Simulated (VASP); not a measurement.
Crystal: AlRu4.

```
CELL_PARAMETERS angstrom
2.70000 0.00000 0.00000
-1.35000 2.33827 0.00000
0.00000 0.00000 10.45000
ATOMIC_POSITIONS crystal
Al 0.00000 0.00000 0.00000
Ru 0.33333 0.66667 0.20000
Ru 0.66667 0.33333 0.80000
Ru 0.66667 0.33333 0.40000
Ru 0.33333 0.66667 0.60000
```

```yaml
Program: VASP 6.6.1
Task: relaxation of cell and atoms
Functional: PBE
Potentials_or_basis: VASP PAW PBE potentials, release 64 (Al, Ru_pv)
Cutoff: 600 eV
k_mesh: 7 × 7 × 2
Occupations: gaussian, width 0.2 eV
Spin: no spin polarisation
```

At the start: pressure 14.8 GPa; volume 13.19 Å³/atom.

Question: How do energy, volume and symmetry change on relaxing?

Answer: Over 7 steps the energy falls by 30.8 meV/atom and the volume is 13.86 Å³/atom (+5.0 %); space group P-3m1 (No. 164, to 0.05 Å).

Step by step:
```
step  energy change (eV)  largest force (eV/Å)  pressure (GPa)  volume (Å³)
   1              0.0000                0.2082           14.76        65.97
   2              0.5988                0.4981          -23.93        78.27
   3             -0.1506                0.1314           -0.77        69.52
   4             -0.1508                0.1335           -0.18        69.36
   5             -0.1508                0.1344            0.10        69.29
   6             -0.1540                0.0476            0.32        69.29
   7             -0.1542                0.0690            0.28        69.29
```

Final structure:
```xyz
5
Lattice="2.7542 0.0000 0.0000 -1.3771 2.3852 0.0000 0.0000 0.0000 10.5477" Properties=species:S:1:pos:R:3 pbc="T T T"
Al    0.0000    0.0000    0.0000
Ru    0.0000    1.5901    2.1095
Ru    1.3771    0.7951    8.4382
Ru    1.3771    0.7951    4.2266
Ru    0.0000    1.5901    6.3211
```

Caveat: the k points lie up to 0.38 Å⁻¹ apart in the final cell; the relaxation stopped at a loose force limit of 0.08 eV/Å, so its end isn't a converged minimum.
